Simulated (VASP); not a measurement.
Input of a VASP 6.6.1 run:

Contents of INCAR:

```
SYSTEM = Sb
  PREC = Accurate
  ENCUT = 520
  EDIFF = 1E-8
  ISMEAR = -1
  SIGMA = 0.05
  LREAL = .False.
  LASPH = .True.
  NELM = 80
  ALGO = Normal
  ISIF = 2
  LWAVE = .False.
  LCHARG = .False.
  GGA = PS
  IBRION = 8
  NSW = 1
```

The input KPOINTS:

```
regular mesh
0
Gamma
  6 6 6
  0 0 0
```

Contents of POSCAR:

```
Sb
1.0
    2.1542000000      1.2437279499      3.7580000000
   -2.1542000000      1.2437279499      3.7580000000
    0.0000000000     -2.4874558998      3.7580000000
Sb
2
Direct
    0.7665100000      0.7665100000      0.7665100000
    0.2334900000      0.2334900000      0.2334900000
```

Potentials or basis: VASP PAW PBE potentials, release 64 (Sb).

Run with:

```sh
$ cat potpaw_PBE.64/Sb/POTCAR > POTCAR
$ mpirun -np 1 vasp_std > vasp.out
```

Predict the highest phonon frequency at Γ.

151 cm⁻¹.

Phonon frequencies in cm⁻¹ (negative: imaginary):
| q point | frequencies |
| --- | --- |
| (0.000, 0.000, 0.000) | 0 0 0 109 109 151 |
